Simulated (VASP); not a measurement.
# Pt (R-3m) in VASP: a series of runs

The runs below take Pt through single point, with LDA.

Program: VASP 6.6.1. These are calculated values, not measurements. Logs are shortened: lines on timing, memory, paths and dates and some standing lists are left out, and cuts for length are marked.

### 1 The cell of the first run

It takes space group R-3m (No. 166, trigonal). Conventional cell: a = 2.602 Å, b = 2.602 Å, c = 6.879 Å, α = 90.00°, β = 90.00°, γ = 120.00°. Pt (site symmetry -3m) has 12 Pt at 2.60 to 2.74 Å within 3.4 Å.

### 2 Single point, LDA

The input, INCAR:

```
SYSTEM = Pt
PREC = Accurate
ENCUT = 520
EDIFF = 1E-6
ISMEAR = 0
SIGMA = 0.15
LREAL = .False.
LASPH = .True.
NELM = 60
ALGO = Normal
ISIF = 2
LWAVE = .False.
LCHARG = .False.
NBANDS = 11
```

The input, KPOINTS:

```
regular mesh
0
Gamma
  20 20 20
  0 0 0
```

The input, POSCAR:

```
Pt
1.0
    0.0973383644      1.9370334520      1.9370334520
    1.9370334520      0.0973383644      1.9370334520
    1.9370334520      1.9370334520      0.0973383644
Pt
1
Direct
    0.0000000000      0.0000000000      0.0000000000
```

Potentials or basis: VASP PAW LDA potentials, release 64 (Pt).

Command:

```
$ cat potpaw_LDA.64/Pt/POTCAR > POTCAR
$ mpirun -np 1 vasp_std > vasp.out
```

OUTCAR:

```text
SYSTEM = Pt
   PREC = Accurate
   ENCUT = 520
   EDIFF = 1E-6
   ISMEAR = 0
   LREAL = .False.
   LASPH = .True.
   NELM = 60
   ISIF = 2

 ion  position               nearest neighbor table
   1  0.000  0.000  0.000-

  LATTYP: Found a trigonal (rhomboedric) cell.
 ALAT       =     2.7411077953
 COS(alpha) =     0.5495573882

  Lattice vectors:

 A1 = (   0.0973383644,   1.9370334520,   1.9370334520)
 A2 = (   1.9370334520,   0.0973383644,   1.9370334520)
 A3 = (   1.9370334520,   1.9370334520,   0.0973383644)

Analysis of symmetry for initial positions (statically):
=====================================================================
 Subroutine PRICEL returns:
 Original cell was already a primitive cell.

 Routine SETGRP: Setting up the symmetry group for a
 trigonal (rhombohedral) supercell.

 Subroutine GETGRP returns: Found 12 space group operations
 (whereof 12 operations were pure point group operations)
 out of a pool of 12 trial point group operations.

The static configuration has the point symmetry D_3d.

Analysis of symmetry for dynamics (positions and initial velocities):
=====================================================================
 Subroutine PRICEL returns:
 Original cell was already a primitive cell.

 Routine SETGRP: Setting up the symmetry group for a
 trigonal (rhombohedral) supercell.

 Subroutine GETGRP returns: Found 12 space group operations
 (whereof 12 operations were pure point group operations)
 out of a pool of 12 trial point group operations.

The dynamic configuration has the point symmetry D_3d.

 Subroutine INISYM returns: Found 12 space group operations
 (whereof 12 operations are pure point group operations),
 and found     1 'primitive' translations

----------------------------------------------------------------------------------------

                                     Primitive cell

  volume of cell :      13.4411

  direct lattice vectors                    reciprocal lattice vectors
     0.097338364  1.937033452  1.937033452    -0.278445545  0.265122792  0.265122792
     1.937033452  0.097338364  1.937033452     0.265122792 -0.278445545  0.265122792
     1.937033452  1.937033452  0.097338364     0.265122792  0.265122792 -0.278445545

  length of vectors
     2.741107795  2.741107795  2.741107795     0.467024744  0.467024744  0.467024744

  position of ions in fractional coordinates (direct lattice)
     0.000000000  0.000000000  0.000000000

  ion indices of the primitive-cell ions
   primitive index   ion index
                 1           1

----------------------------------------------------------------------------------------

 KPOINTS: regular mesh

Automatic generation of k-mesh.
 Grid dimensions read from file:
 generate k-points for:   20   20   20

 Generating k-lattice:

  Cartesian coordinates                     Fractional coordinates (reciprocal lattice)
    -0.013922277  0.013256140  0.013256140     0.050000000  0.000000000 -0.000000000
     0.013256140 -0.013922277  0.013256140     0.000000000  0.050000000 -0.000000000
     0.013256140  0.013256140 -0.013922277     0.000000000  0.000000000  0.050000000

  Length of vectors
     0.023351237  0.023351237  0.023351237

  Shift w.r.t. Gamma in fractional coordinates (k-lattice)
     0.000000000  0.000000000  0.000000000

 Subroutine IBZKPT returns following result:
 ===========================================

 Found    781 irreducible k-points:

 Following reciprocal coordinates:
            Coordinates               Weight
  0.000000  0.000000  0.000000      1.000000
  0.050000  0.000000  0.000000      6.000000
  0.100000  0.000000  0.000000      6.000000
  0.150000  0.000000  0.000000      6.000000
  0.200000  0.000000  0.000000      6.000000
  0.250000  0.000000 -0.000000      6.000000
[... 16 lines left out ...]
 -0.400000  0.050000  0.000000     12.000000
 -0.350000  0.050000 -0.000000     12.000000
 [... further k-points ...]
   k-points           NKPTS =    781   k-points in BZ     NKDIM =    781   number of bands    NBANDS=     11
   number of dos      NEDOS =    301   number of ions     NIONS =      1
   total plane-waves  NPLWV =   8000
   dimension x,y,z NGX =    20 NGY =   20 NGZ =   20
   dimension x,y,z NGXF=    40 NGYF=   40 NGZF=   40
   ions per type =               1
   NGX,Y,Z   is equivalent  to a cutoff of  12.13, 12.13, 12.13 a.u.
   NGXF,Y,Z  is equivalent  to a cutoff of  24.26, 24.26, 24.26 a.u.
 SYSTEM =  Pt
   PREC   = accura    normal or accurate (medium, high low for compatibility)
   ISTART =      0    job   : 0-new  1-cont  2-samecut
   ICHARG =      2    charge: 1-file 2-atom 10-const
   ISPIN  =      1    spin polarized calculation?
   LNONCOLLINEAR =      F non collinear calculations
   LSORBIT =      F    spin-orbit coupling
   LASPH  =      T    aspherical Exc in radial PAW
   ENCUT  =  520.0 eV  38.22 Ry    6.18 a.u.   5.10  5.10  5.10*2*pi/ulx,y,z
   NELM   =     60;   NELMIN=  2; NELMDL= -5     # of ELM steps
   EDIFF  = 0.1E-05   stopping-criterion for ELM
   LREAL  =      F    real-space projection
   EDIFFG = 0.1E-04   stopping-criterion for IOM
   NSW    =      0    number of steps for IOM
   IBRION =     -1    ionic relax: 0-MD 1-quasi-New 2-CG
   NFREE  =      0    steps in history (QN), initial steepest desc. (CG)
   ISIF   =      2    stress and relaxation
   ISYM   =      2    0-nonsym 1-usesym 2-fastsym
   POTIM  = 0.5000    time-step for ionic-motion
   TEBEG  =    0.0;   TEEND  =   0.0 temperature during run
   PSTRESS=    0.0 pullay stress
   NELECT =      10.0000    total number of electrons
   NUPDOWN=      -1.0000    fix difference up-down
   EMIN   =  10.00;   EMAX   =-10.00  energy-range for DOS
   EFERMI =   0.00;   METHOD = LEGACY
   ISMEAR =     0;   SIGMA  =   0.15  broadening in eV -4-tet -1-fermi 0-gaus
   EFERMI_NEDOS =   21; number of points for ismear=-14 and -15
   IALGO  =     38    algorithm
   IMIX   =      4    mixing-type and parameters
     AMIX     =   0.40;   BMIX     =  1.00
     AMIX_MAG =   1.60;   BMIX_MAG =  1.00
  volume/ion in A,a.u.               =      13.44        90.71
  Fermi-wavevector in a.u.,A,eV,Ry     =   1.483416  2.803249 29.939920  2.200522
  Thomas-Fermi vector in A             =   2.597080
   LORBIT       =      0    0 simple, 1 ext, 2 COOP (PROOUT), +10 PAW based schemes
   GGA     = CA    functional components
   LHFCALC =     F    Hartree Fock is set to
   AEXX    =    0.0000 exact exchange contribution
   IVDW    =     0    specifies the selected vdW correction
   LEPSILON=     F    determine dielectric tensor
   LRPA    =     F    only Hartree local field effects (RPA)
 non-spin polarized calculation
 Gauss-broadening in eV      SIGMA  =   0.15
  energy-cutoff  :      520.00
  volume of cell :       13.44
 maximum number of plane-waves:       374
   NGX = 11   NGY = 11   NGZ = 11

 number of electron      10.0000000 magnetization

 Free energy of the ion-electron system (eV)
  ---------------------------------------------------
  ext. energy  EPLUGINS =         0.00000000
  ---------------------------------------------------
  free energy    TOTEN  =        -7.31686688 eV

  energy without entropy =       -7.30189975  energy(sigma->0) =       -7.30938332

 E-fermi :  13.5142     XC(G=0): -14.3561

 val. band max:       13.5140706933   @ k =   0.5000   0.1500   0.0500
 cond. band min:      13.5147938084   @ k =   0.4000   0.3500   0.3000
 fundamental gap:      0.0007231152
 Fermi energy:        13.5142049760

 k-point     1 :       0.0000    0.0000    0.0000
  band No.  band energies     occupation
      1       1.9276      2.00000
      2       8.2229      2.00000
      3       9.1646      2.00000
      4       9.1646      2.00000
      5      11.7208      2.00000
      6      11.7208      2.00000
      7      27.6021      0.00000
      8      31.7984      0.00000
      9      34.2482      0.00000
     10      34.2482      0.00000
     11      39.2802      0.00000

 k-point     2 :       0.0500    0.0000    0.0000
  band No.  band energies     occupation
      1       2.0476      2.00000
      2       8.2710      2.00000
      3       9.0979      2.00000
      4       9.2376      2.00000
      5      11.6691      2.00000
      6      11.6789      2.00000
      7      27.8124      0.00000
      8      31.9298      0.00000
      9      33.6822      0.00000
     10      34.4260      0.00000
     11      40.0342      0.00000

 k-point     3 :       0.1000    0.0000    0.0000
  band No.  band energies     occupation
      1       2.3975      2.00000
      2       8.4009      2.00000
      3       8.9230      2.00000
      4       9.4456      2.00000
      5      11.5382      2.00000
      6      11.5687      2.00000
      7      28.3955      0.00000
      8      31.7483      0.00000
      9      33.1694      0.00000
     10      34.9464      0.00000
     11      41.4232      0.00000

 k-point     4 :       0.1500    0.0000    0.0000
  band No.  band energies     occupation
      1       2.9436      2.00000
      2       8.5436      2.00000
      3       8.7331      2.00000
      4       9.7452      2.00000
      5      11.3983      2.00000
      6      11.4451      2.00000
      7      29.1343      0.00000
      8      30.6451      0.00000
      9      33.9206      0.00000
     10      35.7715      0.00000
     11      40.9606      0.00000

 k-point     5 :       0.2000    0.0000    0.0000
  band No.  band energies     occupation
      1       3.6130      2.00000
      2       8.4923      2.00000
      3       8.7665      2.00000
      4      10.0181      2.00000
      5      11.3569      2.00000
      6      11.4368      2.00000
      7      28.8151      0.00000
      8      30.4207      0.00000
      9      35.1114      0.00000
     10      36.8319      0.00000
     11      39.1270      0.00000

 k-point     6 :       0.2500    0.0000   -0.0000
  band No.  band energies     occupation
      1       4.2684      2.00000
      2       8.5361      2.00000
      3       8.8151      2.00000
      4      10.0866      2.00000
      5      11.5139      2.00000
      6      11.7233      2.00000
      7      27.5253      0.00000
      8      30.5662      0.00000
      9      36.2636      0.00000
     10      37.9450      0.00000
     11      38.3520      0.00000

 k-point     7 :       0.3000    0.0000    0.0000
  band No.  band energies     occupation
      1       4.7274      2.00000
      2       8.6066      2.00000
      3       9.1255      2.00000
      4       9.9686      2.00000
      5      11.8742      2.00000
      6      12.2703      2.00000
      7      26.0893      0.00000
      8      29.8278      0.00000
      9      35.9734      0.00000
     10      37.8368      0.00000
     11      38.2940      0.00000

 k-point     8 :       0.3500    0.0000    0.0000
  band No.  band energies     occupation
      1       4.9191      2.00000
      2       8.4701      2.00000
      3       9.7979      2.00000
      4      10.0365      2.00000
      5      12.3441      2.00000
      6      12.9046      2.00000
      7      24.4976      0.00000
      8      28.7356      0.00000
      9      34.4792      0.00000
     10      36.2575      0.00000
     11      39.7034      0.00000
[... 141 lines left out ...]
 k-point    19 :       0.4000    0.0500   -0.0000
  band No.  band energies     occupation
      1       5.0483      2.00000
      2       8.4015      2.00000
      3       9.6331      2.00000
      4      10.5255      2.00000
      5      12.7756      2.00000
      6      13.4815      1.24192
      7      23.4039      0.00000
      8      28.2811      0.00000
      9      33.0817      0.00000
     10      35.3879      0.00000
     11      40.6090      0.00000

 k-point    20 :       0.4500    0.0500    0.0000
  band No.  band energies     occupation
      1       5.0273      2.00000
      2       8.2817      2.00000
      3       9.5087      2.00000
      4      11.5669      2.00000
      5      13.1516      1.99937
      6      14.1231      0.00000
      7      21.8262      0.00000
      8      27.6696      0.00000
      9      32.3060      0.00000
     10      34.1893      0.00000
     11      42.0128      0.00000

 k-point    21 :       0.5000    0.0500    0.0000
  band No.  band energies     occupation
      1       5.0024      2.00000
      2       8.2254      2.00000
      3       9.4500      2.00000
      4      12.1395      2.00000
      5      13.3329      1.91256
      6      14.6076      0.00000
      7      20.8573      0.00000
      8      27.3893      0.00000
      9      31.9972      0.00000
     10      33.5151      0.00000
     11      43.0685      0.00000

 k-point    22 :      -0.4500    0.0500    0.0000
  band No.  band energies     occupation
      1       5.0061      2.00000
      2       8.2429      2.00000
      3       9.4641      2.00000
      4      11.9766      2.00000
      5      13.2400      1.99028
      6      14.6359      0.00000
      7      21.0464      0.00000
      8      27.4330      0.00000
      9      32.1744      0.00000
     10      33.5159      0.00000
     11      42.8629      0.00000

 k-point    23 :      -0.4000    0.0500    0.0000
  band No.  band energies     occupation
      1       5.0337      2.00000
      2       8.3318      2.00000
      3       9.5490      2.00000
      4      11.1973      2.00000
      5      12.8632      2.00000
      6      14.2208      0.00000
      7      22.2845      0.00000
      8      27.8093      0.00000
      9      32.8019      0.00000
     10      34.2125      0.00000
     11      41.4405      0.00000

 k-point    24 :      -0.3500    0.0500   -0.0000
  band No.  band energies     occupation
      1       5.0408      2.00000
      2       8.4735      2.00000
      3       9.6928      2.00000
      4      10.1502      2.00000
      5      12.3247      2.00000
      6      13.6118      0.35749
      7      23.9682      0.00000
      8      28.5403      0.00000
      9      33.8323      0.00000
     10      35.4746      0.00000
     11      39.6576      0.00000

 [... further k-points ...]
[... 5 lines left out ...]
  --------------------------------------------------------------------------------------
  -------------------------------------------------------------------------------------
  Total        3.4202647      3.4202647      3.4202647     -0.7093843     -0.7093843     -0.7093843
  in kB      407.6940764    407.6940764    407.6940764    -84.5582984    -84.5582984    -84.5582984
  external PRESSURE =     407.6940764 kB  Pullay stress =       0.0000000 kB

 VOLUME and BASIS-vectors are now :
 -----------------------------------------------------------------------------
  energy-cutoff  :      520.00
  volume of cell :       13.44
      direct lattice vectors                 reciprocal lattice vectors
     0.097338364  1.937033452  1.937033452    -0.278445545  0.265122792  0.265122792
     1.937033452  0.097338364  1.937033452     0.265122792 -0.278445545  0.265122792
     1.937033452  1.937033452  0.097338364     0.265122792  0.265122792 -0.278445545

 POSITION                                       TOTAL-FORCE (eV/Angst)
 -----------------------------------------------------------------------------------
      0.00000      0.00000      0.00000         0.000000      0.000000     -0.000000
 -----------------------------------------------------------------------------------
    total drift:                                0.000000      0.000000      0.000000

  FREE ENERGIE OF THE ION-ELECTRON SYSTEM (eV)
  ---------------------------------------------------
  free  energy   TOTEN  =        -7.3168668779 eV

  energy  without entropy=       -7.3018997543  energy(sigma->0) =       -7.30938332
```

Run time: 60 s. Hardware: 1 thread of Intel Xeon Platinum 8488C (Sapphire Rapids), shared host; peak memory 0.22 GiB.

Results:

```yaml
Free_energy: -7.3169 eV
Pressure: 40.8 GPa
Band_gap_on_the_k_mesh: zero (band 5 reaches 14.32 eV, above the bottom of band 6 at 11.44 eV)
```

Caveat: spin-orbit coupling is left out, which moves the levels of the heavy elements.

### 3 Single point, LDA

This run uses another cell than the first one, of 13.86 Å³/atom, 1.031 times its volume.

The input, INCAR:

```
SYSTEM = Pt
PREC     = Accurate       ! precision mode
ENCUT    = 520            ! plane-wave cutoff, eV
EDIFF    = 1E-6           ! SCF threshold, eV
ISMEAR   = 0              ! smearing method
SIGMA    = 0.15           ! smearing width, eV
LREAL    = .False.        ! projectors in reciprocal space
LASPH    = .True.         ! aspherical terms in the spheres
NELM     = 60             ! most SCF steps
ALGO     = Normal         ! electronic algorithm
ISIF     = 2              ! what is computed and relaxed
LWAVE    = .False.        ! write WAVECAR
LCHARG   = .False.        ! write CHGCAR
NBANDS   = 11             ! bands
```

KPOINTS is that of step 2.

The input, POSCAR:

```
Pt
1.0
    0.0973383644      1.9565011248      1.9565011248
    1.9565011248      0.0973383644      1.9565011248
    1.9565011248      1.9565011248      0.0973383644
Pt
1
Direct
    0.0000000000      0.0000000000      0.0000000000
```

Potentials or basis: VASP PAW LDA potentials, release 64 (Pt).

Command:

```
$ cat potpaw_LDA.64/Pt/POTCAR > POTCAR
$ mpirun -np 1 vasp_std > vasp.out
```

It took 53 s on 1 thread of Intel Xeon Platinum 8488C (Sapphire Rapids), shared host; peak memory 0.23 GiB.

The run converged. Its results:

| Item | Value |
| --- | --- |
| Free energy | -7.4057 eV |
| Pressure | 26.2 GPa |
| Band gap on the k mesh | zero (band 5 reaches 13.59 eV, above the bottom of band 6 at 10.87 eV) |

Stress tensor (GPa, compression positive):
```
26.24 -7.06 -7.06
-7.06 26.24 -7.06
-7.06 -7.06 26.24
```

Levels at points of the mesh, in eV from the Fermi level:
| k point | band 1 | band 2 | band 3 | band 4 | band 5 | band 6 | band 7 | band 8 | band 9 | band 10 |
| --- | --- | --- | --- | --- | --- | --- | --- | --- | --- | --- |
| (0.00, 0.00, 0.00) | -11.21 | -5.03 | -4.14 | -4.14 | -1.71 | -1.71 | 14.21 | 18.27 | 20.66 | 20.66 |
| (0.50, 0.00, 0.00) | -8.24 | -5.07 | -3.81 | -0.54 | -0.29 | 0.50 | 7.02 | 13.76 | 18.41 | 19.88 |
| (0.50, 0.50, 0.00) | -8.13 | -7.57 | -0.06 | 0.57 | 0.75 | 1.67 | 9.95 | 10.72 | 12.62 | 21.19 |
| (0.50, 0.50, 0.50) | -8.53 | -4.38 | -4.38 | -1.47 | -0.03 | -0.03 | 5.41 | 14.49 | 20.64 | 20.64 |

Caveat: spin-orbit coupling is left out, which moves the levels of the heavy elements.
